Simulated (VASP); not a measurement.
Runs of VASP 6.6.1 on CaSe. The structure is that of space group P6_3/mmc (No. 194), or close to it. The cells are those of the table. 

| level | cell | smearing | gap on the mesh (eV) | pressure (GPa) |
| --- | --- | --- | --- | --- |
| r2SCAN | a = 5.006, b = 5.006, c = 5.876 Å, angles 90.0, 90.0, 120.0°, 4 atoms | gaussian 0.01 eV | (a) | 0.2 |
| r2SCAN | a = 5.131, b = 5.131, c = 6.023 Å, angles 90.0, 90.0, 120.0°, 4 atoms | gaussian 0.01 eV | (b) | -2.4 |
| r2SCAN | a = 5.081, b = 5.024, c = 5.876 Å, angles 90.0, 90.0, 120.4°, 4 atoms | gaussian 0.01 eV | 2.93 | -0.4 |
| PBE | a = 5.081, b = 5.024, c = 5.876 Å, angles 90.0, 90.0, 120.4°, 4 atoms | fermi-dirac 0.02 eV | 2.48 | 0.1 |

Alike in all rows: task single point; potentials or basis VASP PAW PBE potentials, release 64 (Ca_sv, Se); no spin polarisation; k mesh 6 × 6 × 4; cutoff (eV) 520.

Q: Fill in the values left out.

A: (a) 2.89; (b) 2.90.

Caveats: the PAW data sets were made with another functional, which shifts forces and pressure a little (some runs).

A k mesh can miss the band edges, and the runs leave out spin-orbit coupling on Se.
